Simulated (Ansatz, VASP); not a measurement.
# SiNi in VASP and in Ansatz

INCAR

```
PREC = Accurate ; ENCUT = 600
EDIFF = 1E-6 ; ISMEAR = -1
SIGMA = 0.1 ; LREAL = F
LASPH = T ; NELM = 120
ALGO = Normal ; ISIF = 2
LWAVE = F ; LCHARG = F
GGA = PE ; NBANDS = 22
GGA_COMPAT = F
```

Contents of KPOINTS:

```
Automatic mesh
0
Gamma
  11 11 6
```

Contents of POSCAR:

```
SiNi
1.0
    3.5105800464      0.0000000000      0.0000000000
   -1.7552900232      3.0402515022      0.0000000000
    0.0000000000      0.0000000000      4.8231365934
Ni Si
2 2
Direct
    0.0000000000      0.0000000000      0.0000000000
    0.0000000000      0.0000000000      0.5000000000
    0.3333333333      0.6666666667      0.2500000000
    0.6666666667      0.3333333333      0.7500000000
```

Input for Ansatz:

```yaml
crystal:
  lattice:
    - [3.5105800464, 0.0, 0.0]
    - [-1.7552900232, 3.0402515022, 0.0]
    - [0.0, 0.0, 4.8231365934]
  atoms:
    - { symbol: Ni, position: [0.0, 0.0, 0.0] }
    - { symbol: Ni, position: [0.0, 0.0, 0.5] }
    - { symbol: Si, position: [0.3333333333, 0.6666666667, 0.25] }
    - { symbol: Si, position: [0.6666666667, 0.3333333333, 0.75] }
kpoints:
  mp_grid: { grid: [11, 11, 6] }
scf:
  occupations: { method: fermi_dirac, width: 0.1 }
hamiltonian:
  xc: pbe
  pseudopotentials: { kind: all_electron, datasets: crystal }
output:
  forces: true
  stress: true
  eigenvalues: true
```

Change from the starting cell: volume scaled by 1, crystal datasets.

Alike in both runs: task single point; functional PBE; k mesh 11 × 11 × 6; occupations fermi-dirac, width 0.1 eV; no spin polarisation.

|  | VASP | Ansatz |
| --- | --- | --- |
| version | VASP 6.6.1 | Ansatz 0.2.0 |
| potentials or method | VASP PAW PBE potentials, release 64 (Ni, Si), cutoff 600 eV | all-electron PAW with datasets made for the crystal, scalar-relativistic |

VASP gave:

- pressure (GPa): -0.1
- traceless stress, the component that is largest in VASP (GPa): 0.17

Task: Estimate Ansatz's values.

Result: Pressure (GPa): 0.0; traceless stress, the component that is largest in VASP (GPa): -0.02.

Ansatz ran all-electron here, and VASP with PAW potentials.
